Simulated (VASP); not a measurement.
Ge:

```xyz
3
Lattice="4.7727 0.0000 0.0000 -2.3864 4.1333 0.0000 0.0000 0.0000 2.9257" Properties=species:S:1:pos:R:3 pbc="T T T"
Ge    0.0000    0.0000    0.0000
Ge    0.0000    2.7555    1.4628
Ge    2.3864    1.3778    1.4628
```

This isn't the form of Ge at room conditions, which is diamond.

- Program: VASP 6.6.1
- Task: relaxation of cell and atoms
- Functional: BLYP
- Potentials or basis: VASP PAW PBE potentials, release 64 (Ge_d)
- Cutoff: 600 eV
- k mesh: 8 × 8 × 11
- Occupations: fermi-dirac, width 0.1 eV
- Spin: no spin polarisation

At the start: pressure 7.7 GPa; volume 19.24 Å³/atom.

Where does the relaxation end?

Over 8 steps the energy falls by 65.0 meV/atom and the volume is 21.62 Å³/atom (+12.4 %); space group P6/mmm (No. 191, to 0.1 Å) before and after.

Step by step:
| step | energy change (eV) | largest force (eV/Å) | pressure (GPa) | volume (Å³) |
| --- | --- | --- | --- | --- |
| 1 | 0.0000 | 0.0000 | 7.66 | 57.72 |
| 2 | -0.1817 | 0.0000 | -0.36 | 65.73 |
| 3 | -0.1817 | 0.0000 | -0.22 | 65.56 |
| 4 | -0.1881 | 0.0000 | -0.19 | 65.41 |
| 5 | -0.1946 | 0.0000 | -0.15 | 65.10 |
| 6 | -0.1948 | 0.0000 | -0.08 | 65.02 |
| 7 | -0.1949 | 0.0000 | -0.10 | 65.03 |
| 8 | -0.1949 | 0.0000 | 0.01 | 64.86 |

Final structure:
```cif
data_structure
_symmetry_space_group_name_H-M 'P 1'
_symmetry_Int_Tables_number 1
_cell_length_a 5.0729
_cell_length_b 5.0729
_cell_length_c 2.9103
_cell_angle_alpha 90.000
_cell_angle_beta 90.000
_cell_angle_gamma 120.000
_cell_volume 64.86
loop_
_atom_site_label
_atom_site_type_symbol
_atom_site_fract_x
_atom_site_fract_y
_atom_site_fract_z
_atom_site_occupancy
Ge1 Ge 0.00000 0.00000 0.00000 1
Ge2 Ge 0.33333 0.66667 0.50000 1
Ge3 Ge 0.66667 0.33333 0.50000 1
```

Caveat: the PAW data sets were made with another functional, which shifts forces and pressure a little.
